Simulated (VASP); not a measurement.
Crystal: Rb.

```
Rb
1.0
    -2.79250    2.79250    2.79250
     2.79250   -2.79250    2.79250
     2.79250    2.79250   -2.79250
Rb
1
Direct
  0.00000 0.00000 0.00000
```

```yaml
Program: VASP 6.6.1
Task: relaxation of cell and atoms
Functional: r2SCAN
Potentials_or_basis: VASP PAW PBE potentials, release 64 (Rb_sv)
Cutoff: 600 eV
k_mesh: 13 × 13 × 13
Occupations: fermi-dirac, width 0.05 eV
Spin: no spin polarisation
```

At the start: pressure 0.3 GPa; volume 87.10 Å³/atom.

Q: How do energy, volume and symmetry change on relaxing?

A: Over 4 steps the energy falls by 6.0 meV/atom and the volume is 94.85 Å³/atom (+8.9 %); space group Im-3m (No. 229, to 0.1 Å) before and after.

The path:
| step | energy change (eV) | largest force (eV/Å) | pressure (GPa) | volume (Å³) |
| --- | --- | --- | --- | --- |
| 1 | 0.0000 | 0.0000 | 0.26 | 87.10 |
| 2 | -0.0026 | 0.0000 | 0.19 | 88.92 |
| 3 | -0.0059 | 0.0000 | 0.02 | 94.34 |
| 4 | -0.0060 | 0.0000 | 0.00 | 94.85 |

Final structure:
```
Rb
1.0
    -2.87289    2.87289    2.87289
     2.87289   -2.87289    2.87289
     2.87289    2.87289   -2.87289
Rb
1
Direct
  0.00000 0.00000 0.00000
```

Caveat: the PAW data sets were made with another functional, which shifts forces and pressure a little.
